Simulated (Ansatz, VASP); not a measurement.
**Two plane-wave programs on TiAl4Ni3**

```
CELL_PARAMETERS angstrom
2.87986 0.00000 0.00000
0.00000 2.87986 0.00000
0.00000 0.00000 12.66756
ATOMIC_POSITIONS crystal
Ti 0.50000 0.50000 0.00000
Al 0.00000 0.00000 0.84430
Al 0.00000 0.00000 0.15570
Al 0.00000 0.00000 0.38537
Al 0.00000 0.00000 0.61463
Ni 0.50000 0.50000 0.27098
Ni 0.50000 0.50000 0.50000
Ni 0.50000 0.50000 0.72902
```

Alike in both runs: functional PBE; k mesh 14 × 14 × 4; occupations gaussian, width 0.1 eV; no spin polarisation.

Ansatz relaxed the structure, and its values are those at the end. VASP's run is a single point on that final structure, the one shown.

|  | VASP | Ansatz |
| --- | --- | --- |
| version | VASP 6.6.1 | Ansatz 0.2.0 |
| potentials or method | VASP PAW PBE potentials, release 64 (Ti_sv, Al, Ni), cutoff 520 eV | scalar-relativistic, plane waves, PAW |
| valence electrons in the cell | 54 | 78 |

VASP gave:

| Property | Result |
| --- | --- |
| gap on the k mesh at the Fermi level (eV) | none |
| pressure (GPa) | -0.1 |

Problem. Which values does Ansatz return?

Solution. gap on the k mesh at the Fermi level (eV): none; pressure (GPa): 0.0.

A gap of «none» marks a metal or a gap that the smearing closes. VASP's potentials hold 54 valence electrons a cell and Ansatz's 78, so a difference there can come from the potentials and not from the codes.
